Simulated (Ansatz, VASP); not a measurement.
# One calculation of SrO, two programs

```
CELL_PARAMETERS angstrom
0.00000 2.57989 2.57989
2.57989 0.00000 2.57989
2.57989 2.57989 0.00000
ATOMIC_POSITIONS crystal
Sr 0.00000 0.00000 0.00000
O 0.50000 0.50000 0.50000
```

Alike in both runs: task single point; functional HSE06; k mesh 4 × 4 × 4; no spin polarisation.

|  | VASP | Ansatz |
| --- | --- | --- |
| version | VASP 6.6.1 | Ansatz 0.2.0 |
| potentials or method | VASP PAW PBE potentials, release 64 (Sr_sv, O) | plane waves, PAW |
| plane-wave cutoff (eV) | 520 | 420 |
| occupations | gaussian, width 0.01 eV | fixed |
| valence electrons in the cell | 16 | 16 |

|  | VASP | Ansatz | Ansatz less VASP |
| --- | --- | --- | --- |
| gap on the k mesh at the Fermi level (eV) | 4.74 | 4.79 | +0.050 |
| pressure (GPa) | 0.2 | -0.3 | -0.52 |

Ansatz's warnings: stress exchange threshold loose, stress scf threshold loose.

The k mesh is coarse, so the values compare programs but aren't converged.
